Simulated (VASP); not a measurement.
# MgAl2H2 (C2/m) in VASP: single point with r2SCAN

Aim: the single point of MgAl2H2 with r2SCAN.

Program: VASP 6.6.1. These are calculated values, not measurements. Logs are shortened: lines on timing, memory, paths and dates and some standing lists are left out, and cuts for length are marked.

### 1 The cell of the first run

It takes space group C2/m (No. 12, monoclinic). The conventional cell has a = 5.947 Å, b = 3.434 Å, c = 5.175 Å, α = 90.00°, β = 90.00°, γ = 90.00°. Within 3.1 Å of Mg (site symmetry 2/m) lie 6 Al at 2.28 Å and 6 H at 2.90 to 3.04 Å. Within 1.4 Å of Al (site symmetry m) lie 1 H at 1.04 Å. Within 1.4 Å of H (site symmetry m) lie 1 Al at 1.04 Å.

### 2 Single point, r2SCAN

File POSCAR:

```
MgAl2H2
1.0
    3.4336620000      0.0000000000      0.0000000000
   -1.7168310000      2.9736380000      0.0000000000
    0.0000000000      0.0000000000      5.1750580000
Mg Al H
1 2 2
Direct
    0.0000000000      0.0000000000      0.0000000000
    0.3333000000      0.6667000000      0.7806000000
    0.6667000000      0.3333000000      0.2194000000
    0.3569000000      0.6431000000      0.5805000000
    0.6431000000      0.3569000000      0.4195000000
```

File INCAR.step1:

```
SYSTEM = MgAl2H2
ALGO = Normal ; EDIFF = 1E-5
ENCUT = 550 ; GGA = PE
GGA_COMPAT = .FALSE. ; ISMEAR = -1
ISYM = -1 ; LASPH = .TRUE.
LCHARG = .FALSE. ; LREAL = .FALSE.
LWAVE = .TRUE. ; NBANDS = 13
NELM = 120 ; PREC = Accurate
SIGMA = 0.1
```

File INCAR.step2:

```
SYSTEM = MgAl2H2
ALGO = Normal ; EDIFF = 1E-6
ENCUT = 550 ; GGA_COMPAT = .FALSE.
ISIF = 2 ; ISMEAR = -1
ISTART = 1 ; ISYM = -1
LASPH = .TRUE. ; LCHARG = .TRUE.
LELF = .TRUE. ; LMIXTAU = .TRUE.
LREAL = .FALSE. ; LVHAR = .TRUE.
LWAVE = .FALSE. ; METAGGA = R2SCAN
NBANDS = 13 ; NELM = 120
PREC = Accurate ; SIGMA = 0.1
```

File KPOINTS:

```
explicit points
72
Reciprocal
  0.08333333   0.08333333   0.12500000 2
  0.08333333   0.08333333   0.37500000 2
  0.08333333   0.08333333   0.62500000 2
  0.08333333   0.08333333   0.87500000 2
  0.08333333   0.25000000   0.12500000 2
  0.08333333   0.25000000   0.37500000 2
  0.08333333   0.25000000   0.62500000 2
  0.08333333   0.25000000   0.87500000 2
  0.08333333   0.41666667   0.12500000 2
  0.08333333   0.41666667   0.37500000 2
  0.08333333   0.41666667   0.62500000 2
  0.08333333   0.41666667   0.87500000 2
  0.08333333   0.58333333   0.12500000 2
  0.08333333   0.58333333   0.37500000 2
  0.08333333   0.58333333   0.62500000 2
  0.08333333   0.58333333   0.87500000 2
  0.08333333   0.75000000   0.12500000 2
  0.08333333   0.75000000   0.37500000 2
  0.08333333   0.75000000   0.62500000 2
  0.08333333   0.75000000   0.87500000 2
  0.08333333   0.91666667   0.12500000 2
  0.08333333   0.91666667   0.37500000 2
  0.08333333   0.91666667   0.62500000 2
  0.08333333   0.91666667   0.87500000 2
  0.25000000   0.08333333   0.12500000 2
  0.25000000   0.08333333   0.37500000 2
  0.25000000   0.08333333   0.62500000 2
  0.25000000   0.08333333   0.87500000 2
  0.25000000   0.25000000   0.12500000 2
  0.25000000   0.25000000   0.37500000 2
  0.25000000   0.25000000   0.62500000 2
  0.25000000   0.25000000   0.87500000 2
  0.25000000   0.41666667   0.12500000 2
  0.25000000   0.41666667   0.37500000 2
  0.25000000   0.41666667   0.62500000 2
  0.25000000   0.41666667   0.87500000 2
  0.25000000   0.58333333   0.12500000 2
  0.25000000   0.58333333   0.37500000 2
  0.25000000   0.58333333   0.62500000 2
  0.25000000   0.58333333   0.87500000 2
  0.25000000   0.75000000   0.12500000 2
  0.25000000   0.75000000   0.37500000 2
  0.25000000   0.75000000   0.62500000 2
  0.25000000   0.75000000   0.87500000 2
  0.25000000   0.91666667   0.12500000 2
  0.25000000   0.91666667   0.37500000 2
  0.25000000   0.91666667   0.62500000 2
  0.25000000   0.91666667   0.87500000 2
  0.41666667   0.08333333   0.12500000 2
  0.41666667   0.08333333   0.37500000 2
  0.41666667   0.08333333   0.62500000 2
  0.41666667   0.08333333   0.87500000 2
  0.41666667   0.25000000   0.12500000 2
  0.41666667   0.25000000   0.37500000 2
  0.41666667   0.25000000   0.62500000 2
  0.41666667   0.25000000   0.87500000 2
  0.41666667   0.41666667   0.12500000 2
  0.41666667   0.41666667   0.37500000 2
  0.41666667   0.41666667   0.62500000 2
  0.41666667   0.41666667   0.87500000 2
  0.41666667   0.58333333   0.12500000 2
  0.41666667   0.58333333   0.37500000 2
  0.41666667   0.58333333   0.62500000 2
  0.41666667   0.58333333   0.87500000 2
  0.41666667   0.75000000   0.12500000 2
  0.41666667   0.75000000   0.37500000 2
  0.41666667   0.75000000   0.62500000 2
  0.41666667   0.75000000   0.87500000 2
  0.41666667   0.91666667   0.12500000 2
  0.41666667   0.91666667   0.37500000 2
  0.41666667   0.91666667   0.62500000 2
  0.41666667   0.91666667   0.87500000 2
```

Potentials or basis: VASP PAW PBE potentials, release 64 (Mg, Al, H).

Launch:

```sh
$ cat potpaw_PBE.64/Mg/POTCAR potpaw_PBE.64/Al/POTCAR potpaw_PBE.64/H/POTCAR > POTCAR
$ cp INCAR.step1 INCAR
$ mpirun -np 1 vasp_std > vasp.out
$ cp INCAR.step2 INCAR
$ mpirun -np 1 vasp_std > vasp.out
```

OUTCAR:

```text
SYSTEM = MgAl2H2
   EDIFF = 1E-6
   ENCUT = 550
   ISIF = 2
   ISMEAR = -1
   ISTART = 1
   ISYM = -1
   LASPH = .TRUE.
   LREAL = .FALSE.
   METAGGA = R2SCAN
   NELM = 120
   PREC = Accurate

 ion  position               nearest neighbor table
   1  0.000  0.000  0.000-   2 2.28   3 2.28   2 2.28   3 2.28   3 2.28   2 2.28
   2  0.333  0.667  0.781-   4 1.04   1 2.28   1 2.28   1 2.28   3 3.01   3 3.01   3 3.01
   3  0.667  0.333  0.219-   5 1.04   1 2.28   1 2.28   1 2.28   2 3.01   2 3.01   2 3.01
   4  0.357  0.643  0.581-   2 1.04
   5  0.643  0.357  0.419-   3 1.04

 -----------------------------------------------------------------------------
|                                                                             |
|           W    W    AA    RRRRR   N    N  II  N    N   GGGG   !!!           |
|           W    W   A  A   R    R  NN   N  II  NN   N  G    G  !!!           |
|           W    W  A    A  R    R  N N  N  II  N N  N  G       !!!           |
|           W WW W  AAAAAA  RRRRR   N  N N  II  N  N N  G  GGG   !            |
|           WW  WW  A    A  R   R   N   NN  II  N   NN  G    G                |
|           W    W  A    A  R    R  N    N  II  N    N   GGGG   !!!           |
|                                                                             |
|     The distance between some ions is very small. Please check the          |
|     nearest-neighbor list in the OUTCAR file.                               |
|     I HOPE YOU KNOW WHAT YOU ARE DOING!                                     |
|                                                                             |
 -----------------------------------------------------------------------------

IMPORTANT INFORMATION: All symmetrisations will be switched off!
NOSYMM: (Re-)initialisation of all symmetry stuff for point group C_1.

----------------------------------------------------------------------------------------

                                     Primitive cell

  volume of cell :      52.8398

  direct lattice vectors                    reciprocal lattice vectors
     3.433662000  0.000000000  0.000000000     0.291234257  0.168144206  0.000000000
    -1.716831000  2.973638000  0.000000000     0.000000000  0.336288412  0.000000000
     0.000000000  0.000000000  5.175058000     0.000000000  0.000000000  0.193234549

  length of vectors
     3.433662000  3.433661550  5.175058000     0.336288368  0.336288412  0.193234549

  position of ions in fractional coordinates (direct lattice)
     0.000000000  0.000000000  0.000000000
     0.333300000  0.666700000  0.780600000
     0.666700000  0.333300000  0.219400000
     0.356900000  0.643100000  0.580500000
     0.643100000  0.356900000  0.419500000

  ion indices of the primitive-cell ions
   primitive index   ion index
                 1           1
                 2           2
                 3           3
                 4           4
                 5           5

----------------------------------------------------------------------------------------

 KPOINTS: explicit points

Read explicit list of k-points.

 Found     72 k-points:

 Following reciprocal coordinates:
            Coordinates               Weight
  0.083333  0.083333  0.125000      0.013889
  0.083333  0.083333  0.375000      0.013889
  0.083333  0.083333  0.625000      0.013889
  0.083333  0.083333  0.875000      0.013889
  0.083333  0.250000  0.125000      0.013889
  0.083333  0.250000  0.375000      0.013889
[... 16 lines left out ...]
  0.083333  0.916667  0.625000      0.013889
  0.083333  0.916667  0.875000      0.013889
 [... further k-points ...]
   k-points           NKPTS =     72   k-points in BZ     NKDIM =     72   number of bands    NBANDS=     13
   number of dos      NEDOS =    301   number of ions     NIONS =      5
   total plane-waves  NPLWV =  31360
   dimension x,y,z NGX =    28 NGY =   28 NGZ =   40
   dimension x,y,z NGXF=    56 NGYF=   56 NGZF=   80
   ions per type =               1   2   2
   NGX,Y,Z   is equivalent  to a cutoff of  13.56, 13.56, 12.85 a.u.
   NGXF,Y,Z  is equivalent  to a cutoff of  27.11, 27.11, 25.70 a.u.
 SYSTEM =  MgAl2H2
   PREC   = accura    normal or accurate (medium, high low for compatibility)
   ISTART =      1    job   : 0-new  1-cont  2-samecut
   ICHARG =      0    charge: 1-file 2-atom 10-const
   ISPIN  =      1    spin polarized calculation?
   LNONCOLLINEAR =      F non collinear calculations
   LSORBIT =      F    spin-orbit coupling
   LASPH  =      T    aspherical Exc in radial PAW
   ENCUT  =  550.0 eV  40.42 Ry    6.36 a.u.   6.57  6.57  9.90*2*pi/ulx,y,z
   NELM   =    120;   NELMIN=  2; NELMDL=  0     # of ELM steps
   EDIFF  = 0.1E-05   stopping-criterion for ELM
   LREAL  =      F    real-space projection
   EDIFFG = 0.1E-04   stopping-criterion for IOM
   NSW    =      0    number of steps for IOM
   IBRION =     -1    ionic relax: 0-MD 1-quasi-New 2-CG
   NFREE  =      0    steps in history (QN), initial steepest desc. (CG)
   ISIF   =      2    stress and relaxation
   ISYM   =     -1    0-nonsym 1-usesym 2-fastsym
   POTIM  = 0.5000    time-step for ionic-motion
   TEBEG  =    0.0;   TEEND  =   0.0 temperature during run
   PSTRESS=    0.0 pullay stress
   NELECT =      10.0000    total number of electrons
   NUPDOWN=      -1.0000    fix difference up-down
   EMIN   =  10.00;   EMAX   =-10.00  energy-range for DOS
   EFERMI =   0.00;   METHOD = LEGACY
   ISMEAR =    -1;   SIGMA  =   0.10  broadening in eV -4-tet -1-fermi 0-gaus
   EFERMI_NEDOS =   21; number of points for ismear=-14 and -15
   IALGO  =     38    algorithm
   IMIX   =      4    mixing-type and parameters
     AMIX     =   0.40;   BMIX     =  1.00
     AMIX_MAG =   1.60;   BMIX_MAG =  1.00
  volume/ion in A,a.u.               =      10.57        71.32
  Fermi-wavevector in a.u.,A,eV,Ry     =   0.939913  1.776179 12.019895  0.883437
  Thomas-Fermi vector in A             =   2.067273
   LORBIT       =      0    0 simple, 1 ext, 2 COOP (PROOUT), +10 PAW based schemes
   METAGGA = R2SCAN    functional components
   LHFCALC =     F    Hartree Fock is set to
   AEXX    =    0.0000 exact exchange contribution
   IVDW    =     0    specifies the selected vdW correction
   LEPSILON=     F    determine dielectric tensor
   LRPA    =     F    only Hartree local field effects (RPA)
 non-spin polarized calculation
  energy-cutoff  :      550.00
  volume of cell :       52.84
 maximum number of plane-waves:      1572
 NGX is ok and might be reduce to    28
   NGX = 13   NGY = 13   NGZ = 19

 number of electron       9.9999999 magnetization

 Free energy of the ion-electron system (eV)
  ---------------------------------------------------
  ext. energy  EPLUGINS =         0.00000000
  ---------------------------------------------------
  free energy    TOTEN  =        -8.28377442 eV

  energy without entropy =       -8.22674178  energy(sigma->0) =       -8.25525810

 E-fermi :   5.9093     XC(G=0): -10.3784

 val. band max:        5.8780236814   @ k =   0.2500   0.5833   0.3750
 cond. band min:       5.9268916921   @ k =   0.4167   0.7500   0.6250
 fundamental gap:      0.0488680108
 Fermi energy:         5.9092535435

 k-point     1 :       0.0833    0.0833    0.1250
  band No.  band energies     occupation
      1      -5.1277      2.00000
      2      -1.2687      2.00000
      3       1.1658      2.00000
      4       5.4673      1.97621
      5       7.7765      0.00000
      6       7.8393      0.00000
      7      10.7007      0.00000
      8      11.9383      0.00000
      9      12.6044      0.00000
     10      13.2571      0.00000
     11      13.5552      0.00000
     12      15.6919      0.00000
     13      16.0963      0.00000

 k-point     2 :       0.0833    0.0833    0.3750
  band No.  band energies     occupation
      1      -4.4839      2.00000
      2      -3.0660      2.00000
      3       3.0846      2.00000
      4       5.5743      1.93216
      5       7.6944      0.00000
      6       8.0744      0.00000
      7      10.0943      0.00000
      8      11.2893      0.00000
      9      12.2307      0.00000
     10      12.7055      0.00000
     11      12.9333      0.00000
     12      15.4927      0.00000
     13      16.1516      0.00000
[... 321 lines left out ...]
 k-point    23 :       0.0833    0.9167    0.6250
  band No.  band energies     occupation
      1      -4.7052      2.00000
      2      -3.2702      2.00000
      3       3.1224      2.00000
      4       5.5879      1.92271
      5       8.7722      0.00000
      6       9.3643      0.00000
      7       9.9941      0.00000
      8      11.8956      0.00000
      9      11.9675      0.00000
     10      13.0751      0.00000
     11      13.3402      0.00000
     12      14.5657      0.00000
     13      15.0104      0.00000

 k-point    24 :       0.0833    0.9167    0.8750
  band No.  band energies     occupation
      1      -5.3503      2.00000
      2      -1.4639      2.00000
      3       1.0569      2.00000
      4       5.7005      1.77947
      5       8.8012      0.00000
      6       9.1789      0.00000
      7      10.3375      0.00000
      8      11.8481      0.00000
      9      12.4525      0.00000
     10      13.8890      0.00000
     11      14.2064      0.00000
     12      14.8696      0.00000
     13      15.9405      0.00000

 [... further k-points ...]

------------------------ aborting loop because EDIFF is reached ----------------------------------------

  FORCE on cell =-STRESS in cart. coord.  units (eV):
  Direction    XX          YY          ZZ          XY          YZ          ZX
  --------------------------------------------------------------------------------------
  -------------------------------------------------------------------------------------
  Total       15.9111157     15.7994795     60.0232656     -0.0966777      3.6426204     -6.3091397
  in kB      482.4478283    479.0628570   1819.9914181     -2.9314049    110.4494698   -191.3021549
  external PRESSURE =     927.1673678 kB  Pullay stress =       0.0000000 kB

 VOLUME and BASIS-vectors are now :
 -----------------------------------------------------------------------------
  energy-cutoff  :      550.00
  volume of cell :       52.84
      direct lattice vectors                 reciprocal lattice vectors
     3.433662000  0.000000000  0.000000000     0.291234257  0.168144206  0.000000000
    -1.716831000  2.973638000  0.000000000     0.000000000  0.336288412  0.000000000
     0.000000000  0.000000000  5.175058000     0.000000000  0.000000000  0.193234549

 POSITION                                       TOTAL-FORCE (eV/Angst)
 -----------------------------------------------------------------------------------
      0.00000      0.00000      0.00000        -0.000000     -0.000000      0.000000
     -0.00017      1.98252      4.03965        -2.692712      1.554640     18.322986
      1.71700      0.99111      1.13541         2.692712     -1.554640    -18.322986
      0.12138      1.91235      3.00412         2.470775     -1.426502    -23.096330
      1.59545      1.06129      2.17094        -2.470775      1.426502     23.096330
 -----------------------------------------------------------------------------------
    total drift:                               -0.000000     -0.000000     -0.000000

  FREE ENERGIE OF THE ION-ELECTRON SYSTEM (eV)
  ---------------------------------------------------
  free  energy   TOTEN  =        -8.2837744157 eV

  energy  without entropy=       -8.2267417801  energy(sigma->0) =       -8.25525810
```

Run time: 4.4 min. Hardware: 1 thread of Intel Xeon Platinum 8259CL at 2.50GHz (Skylake/Cascade Lake), shared host; peak memory 0.21 GiB.

What came out:

```
Free energy            : -8.2838 eV
Pressure               : 92.7 GPa
Largest force          : 23.272 eV/Å
Band gap on the k mesh : zero (bands 5 and 6 overlap by 3.86 eV)
```

Forces on the atoms (eV/Å):
```
Mg    0.000   0.000   0.000
Al   -2.693   1.555  18.323
Al    2.693  -1.555 -18.323
H     2.471  -1.427 -23.096
H    -2.471   1.427  23.096
```

Levels at points of the mesh, in eV from the Fermi level:
| k point | band 3 | band 4 | band 5 | band 6 | band 7 | band 8 |
| --- | --- | --- | --- | --- | --- | --- |
| (0.08, 0.08, 0.12) | -4.74 | -0.44 | 1.87 | 1.93 | 4.79 | 6.03 |

Caveat: atoms lie so close that the PAW spheres overlap strongly, which falsifies energies and pressures; the stress differs along the axes, from 48 to 182 GPa; the PAW data sets were made with another functional, which shifts forces and pressure a little.

The gap in the log of VASP goes by the Fermi energy; the results here count the filled bands.